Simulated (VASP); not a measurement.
Input of a VASP 6.6.1 run:

INCAR

```
PREC = Accurate ; ENCUT = 500
EDIFF = 1E-7 ; ISMEAR = 0
SIGMA = 0.1 ; LREAL = F
LASPH = T ; NELM = 120
ALGO = Normal ; ISIF = 3
LWAVE = F ; LCHARG = F
GGA = PE ; IBRION = 2
NSW = 100 ; EDIFFG = -0.01
GGA_COMPAT = F ; NELMIN = 4
```

KPOINTS

```
Automatic mesh
0
Gamma
  21 21 12
```

POSCAR

```
Zr
1.0
    3.2392314131      0.0000000000      0.0000000000
   -1.6196157065      2.8052566925      0.0000000000
    0.0000000000      0.0000000000      5.1722200000
Zr
2
Direct
    0.3333333300      0.6666666700      0.2500000000
    0.6666666700      0.3333333300      0.7500000000
```

Potentials or basis: VASP PAW PBE potentials, release 64 (Zr_sv).

Run with:

```bash
$ cat potpaw_PBE.64/Zr_sv/POTCAR > POTCAR
$ mpirun -np 1 vasp_std > vasp.out
```

Problem. Estimate the relaxed volume.

Solution. 23.39 Å³/atom.

Problem. Predict the band gap on the k mesh.

Solution. Zero (bands 12 and 13 overlap by 1.22 eV).

Step by step:
```
step  energy change (eV)  largest force (eV/Å)  pressure (GPa)  volume (Å³)
   1              0.0000                0.0000           -0.40        47.00
   2             -0.0001                0.0000            0.38        46.60
   3             -0.0003                0.0000            0.02        46.79
   4             -0.0003                0.0000            0.01        46.79
```
